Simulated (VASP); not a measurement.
# K2Ca in VASP: further runs

K2Ca is run at these levels: PBE; tasks: single point.

Program: VASP 6.6.1. These are calculated values, not measurements. Logs are shortened: lines on timing, memory, paths and dates and some standing lists are left out, and cuts for length are marked.

## (1) The cell of the first run

The cell holds a slab with vacuum, 3 atoms: a = 5.283 Å, b = 5.283 Å, c = 25.283 Å, α = 90.00°, β = 90.00°, γ = 90.00°.

## (2) Single point, PBE

Input file INCAR:

```
ALGO     = Normal         # electronic algorithm
DIPOL    = 0.5 0.5 0.500
EDIFF    = 1E-7           # SCF threshold, eV
ENCUT    = 520            # plane-wave cutoff, eV
GGA      = PE             # functional
IDIPOL   = 3            
ISIF     = 2              # what is computed and relaxed
ISMEAR   = -1             # smearing method
LASPH    = True           # aspherical terms in the spheres
LCHARG   = True           # write CHGCAR
LDIPOL   = True         
LELF     = True           # ELF
LREAL    = False          # projectors in reciprocal space
LVACPOTAV= True         
LVHAR    = True         
LWAVE    = False          # write WAVECAR
NBANDS   = 21             # bands
NELM     = 80             # most SCF steps
PREC     = Accurate       # precision mode
SIGMA    = 0.08           # smearing width, eV
```

Input file KPOINTS:

```
k-points
0
Gamma
  8 8 1
```

Input file POSCAR:

```
K2Ca
1.0
    5.2834179736      0.0000000000      0.0000000000
    0.0000000000      5.2834179736      0.0000000000
    0.0000000000      0.0000000000     25.2834000000
Ca K
1 2
Direct
    0.0000000000      0.0000000000      0.3955160704
    0.5000000000      0.5000000000      0.5000000000
    0.0000000000      0.0000000000      0.6044839296
```

Potentials or basis: VASP PAW PBE potentials, release 64 (Ca_sv, K_sv).

Started as:

```sh
cat potpaw_PBE.64/Ca_sv/POTCAR potpaw_PBE.64/K_sv/POTCAR > POTCAR
mpirun -np 1 vasp_std > vasp.out
```

OUTCAR:

```text
EDIFF = 1E-7
   ENCUT = 520
   GGA = PE
   ISIF = 2
   ISMEAR = -1
   LASPH = True
   LREAL = False
   NELM = 80
   PREC = Accurate

 ion  position               nearest neighbor table
   1  0.000  0.000  0.396-
   2  0.500  0.500  0.500-
   3  0.000  0.000  0.604-

  LATTYP: Found a simple tetragonal cell.
 ALAT       =     5.2834179736
 C/A-ratio  =     4.7854249136

  Lattice vectors:

 A1 = (   5.2834179736,   0.0000000000,   0.0000000000)
 A2 = (   0.0000000000,   5.2834179736,   0.0000000000)
 A3 = (   0.0000000000,   0.0000000000,  25.2834000000)

Analysis of symmetry for initial positions (statically):
=====================================================================
 Subroutine PRICEL returns:
 Original cell was already a primitive cell.

 Routine SETGRP: Setting up the symmetry group for a
 simple tetragonal supercell.

 Subroutine GETGRP returns: Found  8 space group operations
 (whereof  8 operations were pure point group operations)
 out of a pool of 16 trial point group operations.

The static configuration has the point symmetry C_4v.

Analysis of symmetry for dynamics (positions and initial velocities):
=====================================================================
 Subroutine PRICEL returns:
 Original cell was already a primitive cell.

 Routine SETGRP: Setting up the symmetry group for a
 simple tetragonal supercell.

 Subroutine GETGRP returns: Found  8 space group operations
 (whereof  8 operations were pure point group operations)
 out of a pool of 16 trial point group operations.

The dynamic configuration has the point symmetry C_4v.

 Subroutine INISYM returns: Found  8 space group operations
 (whereof  8 operations are pure point group operations),
 and found     1 'primitive' translations

----------------------------------------------------------------------------------------

                                     Primitive cell

  volume of cell :     705.7736

  direct lattice vectors                    reciprocal lattice vectors
     5.283417974  0.000000000  0.000000000     0.189271416  0.000000000  0.000000000
     0.000000000  5.283417974  0.000000000     0.000000000  0.189271416  0.000000000
     0.000000000  0.000000000 25.283400000     0.000000000  0.000000000  0.039551643

  length of vectors
     5.283417974  5.283417974 25.283400000     0.189271416  0.189271416  0.039551643

  position of ions in fractional coordinates (direct lattice)
     0.000000000  0.000000000  0.395516070
     0.500000000  0.500000000  0.500000000
     0.000000000  0.000000000  0.604483930

  ion indices of the primitive-cell ions
   primitive index   ion index
                 1           1
                 2           2
                 3           3

----------------------------------------------------------------------------------------

 KPOINTS: k-points

Automatic generation of k-mesh.
 Grid dimensions read from file:
 generate k-points for:    8    8    1

 Generating k-lattice:

  Cartesian coordinates                     Fractional coordinates (reciprocal lattice)
     0.023658927  0.000000000  0.000000000     0.125000000  0.000000000  0.000000000
     0.000000000  0.023658927  0.000000000     0.000000000  0.125000000  0.000000000
     0.000000000  0.000000000  0.039551643     0.000000000  0.000000000  1.000000000

  Length of vectors
     0.023658927  0.023658927  0.039551643

  Shift w.r.t. Gamma in fractional coordinates (k-lattice)
     0.000000000  0.000000000  0.000000000

 Subroutine IBZKPT returns following result:
 ===========================================

 Found     15 irreducible k-points:

 Following reciprocal coordinates:
            Coordinates               Weight
  0.000000  0.000000  0.000000      1.000000
  0.125000  0.000000  0.000000      4.000000
  0.250000  0.000000  0.000000      4.000000
  0.375000  0.000000  0.000000      4.000000
  0.500000  0.000000  0.000000      2.000000
  0.125000  0.125000  0.000000      4.000000
  0.250000  0.125000  0.000000      8.000000
  0.375000  0.125000  0.000000      8.000000
  0.500000  0.125000  0.000000      4.000000
  0.250000  0.250000  0.000000      4.000000
  0.375000  0.250000  0.000000      8.000000
  0.500000  0.250000  0.000000      4.000000
  0.375000  0.375000  0.000000      4.000000
  0.500000  0.375000  0.000000      4.000000
  0.500000  0.500000  0.000000      1.000000
   k-points           NKPTS =     15   k-points in BZ     NKDIM =     15   number of bands    NBANDS=     21
   number of dos      NEDOS =    301   number of ions     NIONS =      3
   total plane-waves  NPLWV = 307200
   dimension x,y,z NGX =    40 NGY =   40 NGZ =  192
   dimension x,y,z NGXF=    80 NGYF=   80 NGZF=  384
   ions per type =               1   2
   NGX,Y,Z   is equivalent  to a cutoff of  12.59, 12.59, 12.62 a.u.
   NGXF,Y,Z  is equivalent  to a cutoff of  25.17, 25.17, 25.25 a.u.
 SYSTEM =  unknown system
   PREC   = accura    normal or accurate (medium, high low for compatibility)
   ISTART =      0    job   : 0-new  1-cont  2-samecut
   ICHARG =      2    charge: 1-file 2-atom 10-const
   ISPIN  =      1    spin polarized calculation?
   LNONCOLLINEAR =      F non collinear calculations
   LSORBIT =      F    spin-orbit coupling
   LASPH  =      T    aspherical Exc in radial PAW
   ENCUT  =  520.0 eV  38.22 Ry    6.18 a.u.   9.82  9.82 47.01*2*pi/ulx,y,z
   NELM   =     80;   NELMIN=  2; NELMDL= -5     # of ELM steps
   EDIFF  = 0.1E-06   stopping-criterion for ELM
   LREAL  =      F    real-space projection
   EDIFFG = 0.1E-05   stopping-criterion for IOM
   NSW    =      0    number of steps for IOM
   IBRION =     -1    ionic relax: 0-MD 1-quasi-New 2-CG
   NFREE  =      0    steps in history (QN), initial steepest desc. (CG)
   ISIF   =      2    stress and relaxation
   ISYM   =      2    0-nonsym 1-usesym 2-fastsym
   POTIM  = 0.5000    time-step for ionic-motion
   TEBEG  =    0.0;   TEEND  =   0.0 temperature during run
   PSTRESS=    0.0 pullay stress
   NELECT =      28.0000    total number of electrons
   NUPDOWN=      -1.0000    fix difference up-down
   EMIN   =  10.00;   EMAX   =-10.00  energy-range for DOS
   EFERMI =   0.00;   METHOD = LEGACY
   ISMEAR =    -1;   SIGMA  =   0.08  broadening in eV -4-tet -1-fermi 0-gaus
   EFERMI_NEDOS =   21; number of points for ismear=-14 and -15
   IALGO  =     38    algorithm
   IMIX   =      4    mixing-type and parameters
     AMIX     =   0.40;   BMIX     =  1.00
     AMIX_MAG =   1.60;   BMIX_MAG =  1.00
  volume/ion in A,a.u.               =     235.26      1587.60
  Fermi-wavevector in a.u.,A,eV,Ry     =   0.558349  1.055127  4.241665  0.311754
  Thomas-Fermi vector in A             =   1.593334
   LORBIT       =      0    0 simple, 1 ext, 2 COOP (PROOUT), +10 PAW based schemes
   GGA     = PE    functional components
   LHFCALC =     F    Hartree Fock is set to
   AEXX    =    0.0000 exact exchange contribution
   IVDW    =     0    specifies the selected vdW correction
   LEPSILON=     F    determine dielectric tensor
   LRPA    =     F    only Hartree local field effects (RPA)
 non-spin polarized calculation
  energy-cutoff  :      520.00
  volume of cell :      705.77
 maximum number of plane-waves:     19031
 NGX is ok and might be reduce to    40
   NGX = 19   NGY = 19   NGZ = 95

 dipolmoment           0.000000      0.000000      0.014998 electrons x Angstroem

 number of electron      27.9999991 magnetization

 dipolmoment           0.000000      0.000000     -0.086196 electrons x Angstroem

 Free energy of the ion-electron system (eV)
  ---------------------------------------------------
  ext. energy  EPLUGINS =         0.00000000
  ---------------------------------------------------
  free energy    TOTEN  =        -2.65527181 eV

  energy without entropy =       -2.58625284  energy(sigma->0) =       -2.62076233

 E-fermi :  -1.6113     XC(G=0):  -2.4306

 val. band max:       -1.6481857484   @ k =   0.3750   0.0000   0.0000
 cond. band min:      -1.6028759278   @ k =   0.5000   0.0000   0.0000
 fundamental gap:      0.0453098206
 Fermi energy:        -1.6113332822

 k-point     1 :       0.0000    0.0000    0.0000
  band No.  band energies     occupation
      1     -45.5269      2.00000
      2     -34.1002      2.00000
      3     -33.5573      2.00000
      4     -26.4846      2.00000
      5     -26.4445      2.00000
      6     -26.4445      2.00000
[... 13 lines left out ...]
     20      -0.2547      0.00000
     21      -0.1714      0.00000

 k-point     2 :       0.1250    0.0000    0.0000
  band No.  band energies     occupation
      1     -45.5269      2.00000
      2     -34.1001      2.00000
      3     -33.5573      2.00000
      4     -26.4846      2.00000
      5     -26.4447      2.00000
      6     -26.4445      2.00000
[... 13 lines left out ...]
     20      -0.2204      0.00000
     21      -0.1996      0.00000

 k-point     3 :       0.2500    0.0000    0.0000
  band No.  band energies     occupation
      1     -45.5269      2.00000
      2     -34.1001      2.00000
      3     -33.5572      2.00000
      4     -26.4846      2.00000
      5     -26.4452      2.00000
      6     -26.4444      2.00000
[... 13 lines left out ...]
     20      -0.3217      0.00000
     21      -0.1601      0.00000
[... 241 lines left out ...]
 k-point    14 :       0.5000    0.3750    0.0000
  band No.  band energies     occupation
      1     -45.5268      2.00000
      2     -34.0998      2.00000
      3     -33.5569      2.00000
      4     -26.4844      2.00000
      5     -26.4459      2.00000
      6     -26.4457      2.00000
[... 13 lines left out ...]
     20      -0.4725      0.00000
     21      -0.0745      0.00000

 k-point    15 :       0.5000    0.5000    0.0000
  band No.  band energies     occupation
      1     -45.5268      2.00000
      2     -34.0998      2.00000
      3     -33.5569      2.00000
      4     -26.4844      2.00000
      5     -26.4459      2.00000
      6     -26.4459      2.00000
[... 13 lines left out ...]
     20      -0.2334      0.00000
     21      -0.1679      0.00000

------------------------ aborting loop because EDIFF is reached ----------------------------------------

  FORCE on cell =-STRESS in cart. coord.  units (eV):
  Direction    XX          YY          ZZ          XY          YZ          ZX
  --------------------------------------------------------------------------------------
  -------------------------------------------------------------------------------------
  Total       -1.3976357     -1.3976357     -0.6470371      0.0000000      0.0000000      0.0000000
  in kB       -3.1727740     -3.1727740     -1.4688395      0.0000000      0.0000000      0.0000000
  external PRESSURE =      -2.6047959 kB  Pullay stress =       0.0000000 kB

 VOLUME and BASIS-vectors are now :
 -----------------------------------------------------------------------------
  energy-cutoff  :      520.00
  volume of cell :      705.77
      direct lattice vectors                 reciprocal lattice vectors
     5.283417974  0.000000000  0.000000000     0.189271416  0.000000000  0.000000000
     0.000000000  5.283417974  0.000000000     0.000000000  0.189271416  0.000000000
     0.000000000  0.000000000 25.283400000     0.000000000  0.000000000  0.039551643

 POSITION                                       TOTAL-FORCE (eV/Angst)
 -----------------------------------------------------------------------------------
      0.00000      0.00000      9.99999        -0.000000     -0.000000      0.192790
      2.64171      2.64171     12.64170        -0.000000      0.000000     -0.148491
      0.00000      0.00000     15.28341         0.000000     -0.000000     -0.044299
 -----------------------------------------------------------------------------------
    total drift:                               -0.000000      0.000000     -0.000029

  FREE ENERGIE OF THE ION-ELECTRON SYSTEM (eV)
  ---------------------------------------------------
  free  energy   TOTEN  =        -2.6552718099 eV

  energy  without entropy=       -2.5862528404  energy(sigma->0) =       -2.62076233

 vacuum level on the upper side and lower side of the slab         0.548         1.106
```

It took 3.3 min on 1 thread of AMD EPYC 9R45 (Zen 5), shared host; peak memory 0.7 GiB.

What came out:

```
Free energy            : -2.6553 eV
Largest force          : 0.193 eV/Å
Band gap on the k mesh : zero (bands 14 and 15 overlap by 0.39 eV)
```

Forces in eV/Å, atoms in the order of the input:
```
Ca   0.000  0.000  0.193
K    0.000  0.000 -0.148
K    0.000  0.000 -0.044
```

## (3) Single point, PBE

Input file INCAR:

```
SYSTEM = K2Ca
PREC     = Accurate       ! precision mode
ENCUT    = 520            ! plane-wave cutoff, eV
EDIFF    = 1E-6           ! SCF threshold, eV
ISMEAR   = -1             ! smearing method
SIGMA    = 0.08           ! smearing width, eV
LREAL    = .False.        ! projectors in reciprocal space
LASPH    = .True.         ! aspherical terms in the spheres
NELM     = 60             ! most SCF steps
ALGO     = Normal         ! electronic algorithm
ISIF     = 2              ! what is computed and relaxed
LWAVE    = .False.        ! write WAVECAR
LCHARG   = .False.        ! write CHGCAR
LDIPOL   = .True.       
IDIPOL   = 3            
DIPOL    = 0.5 0.5 0.500
GGA      = PE             ! functional
NBANDS   = 21             ! bands
```

Input file KPOINTS:

```
regular mesh
0
Gamma
  8 8 1
  0 0 0
```

POSCAR is that of step 2.

Potentials or basis: VASP PAW PBE potentials, release 64 (Ca_sv, K_sv).

Started as:

```sh
cat potpaw_PBE.64/Ca_sv/POTCAR potpaw_PBE.64/K_sv/POTCAR > POTCAR
mpirun -np 1 vasp_std > vasp.out
```

Run time: 2.7 min. Hardware: 1 thread of AMD EPYC 9R45 (Zen 5), shared host; peak memory 0.7 GiB.

It converged, with:

```
Free energy            : -2.6553 eV
Largest force          : 0.193 eV/Å
Band gap on the k mesh : zero (bands 14 and 15 overlap by 0.39 eV)
```

Forces in eV/Å, atoms in the order of the input:
```
Ca   0.000  0.000  0.193
K    0.000  0.000 -0.148
K    0.000  0.000 -0.044
```

Levels at points of the mesh, in eV from the Fermi level:
```
           k point  band 12  band 13  band 14  band 15  band 16  band 17
(0.00, 0.00, 0.00)   -15.42    -2.25    -1.18     0.09     0.63     0.81
(0.50, 0.00, 0.00)   -15.42    -1.18    -0.54     0.01     0.39     0.78
(0.50, 0.50, 0.00)   -15.43    -0.17     0.35     0.43     0.43     0.97
```

## (4) Single point, PBE

Input file INCAR:

```
SYSTEM = K2Ca
PREC = Accurate
ENCUT = 520
EDIFF = 1E-6
ISMEAR = 0
SIGMA = 0.001
LREAL = .False.
LASPH = .True.
NELM = 100
ALGO = Normal
ISIF = 2
LWAVE = .False.
LCHARG = .False.
LDIPOL = .True.
IDIPOL = 3
DIPOL = 0.5 0.5 0.500
GGA = PE
NBANDS = 21
```

KPOINTS is that of step 3.

POSCAR is that of step 3.

Started as:

```sh
cat potpaw_PBE.64/Ca_sv/POTCAR potpaw_PBE.64/K_sv/POTCAR > POTCAR
mpirun -np 1 vasp_std > vasp.out
```

It took 2.8 min on 1 thread of AMD EPYC 9R45 (Zen 5), shared host; peak memory 0.7 GiB.

Results (log left out):

- Free energy: -2.6156 eV
- Largest force: 0.189 eV/Å
- Band gap on the k mesh: zero (bands 14 and 15 overlap by 0.38 eV)

Forces in eV/Å, atoms in the order of the input:
```
Ca   0.000  0.000  0.189
K    0.000  0.000 -0.138
K    0.000  0.000 -0.050
```

Levels at points of the mesh, in eV from the Fermi level:
```
           k point  band 12  band 13  band 14  band 15  band 16  band 17
(0.00, 0.00, 0.00)   -15.44    -2.28    -1.19     0.07     0.59     0.78
(0.50, 0.00, 0.00)   -15.44    -1.21    -0.56     0.00     0.37     0.76
(0.50, 0.50, 0.00)   -15.45    -0.20     0.32     0.41     0.41     0.93
```
